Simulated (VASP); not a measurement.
Runs of VASP 6.6.1 on Pd. The structure is that of space group Fm-3m (No. 225), or close to it. The cells are those of the table. 

| task | spin | cell | k mesh | cutoff (eV) | smearing | gap on the mesh (eV) | pressure (GPa) | moment (μB) |
| --- | --- | --- | --- | --- | --- | --- | --- | --- |
| single point | off | a = 2.961 Å, angles 60.0°, 1 atom | 22 × 22 × 22 | 520 | fermi-dirac 0.1 eV | none | -10.8 | - |
| single point | off | a = 2.925 Å, angles 60.0°, 1 atom | 22 × 22 × 22 | 520 | fermi-dirac 0.1 eV | none | -8.1 | - |
| single point | collinear, ferromagnetic start | a = 2.851 Å, angles 60.0°, 1 atom | 7 × 7 × 7 | 500 | fermi-dirac 0.1 eV | none | 0.4 | (a) |
| relaxation of cell and atoms | collinear, ferromagnetic start | relaxed from a = 2.751 Å, angles 60.0°, 1 atom | 14 × 14 × 14 | 600 | fermi-dirac 0.05 eV | none | -0.1 | (c) |
| single point | off | a = 2.851 Å, angles 60.0°, 1 atom | 22 × 22 × 22 | 520 | fermi-dirac 0.1 eV | none | 0.2 | - |
| single point | off | a = 2.812 Å, angles 60.0°, 1 atom | 22 × 22 × 22 | 520 | fermi-dirac 0.1 eV | none | 6.3 | - |
| single point | off | a = 2.773 Å, angles 60.0°, 1 atom | 22 × 22 × 22 | 520 | fermi-dirac 0.1 eV | none | (b) | - |

Alike in all rows: level BLYP; potentials or basis VASP PAW PBE potentials, release 64 (Pd).

Estimate the missing entries.

(a) 0.00; (b) 14.3; (c) 0.39.

Caveats: some runs use coarse meshes; the PAW data sets were made with another functional, which shifts forces and pressure a little.

A k mesh can miss the band edges, and the runs leave out spin-orbit coupling on Pd.

A gap of «none» marks levels without a gap at the run's occupations.
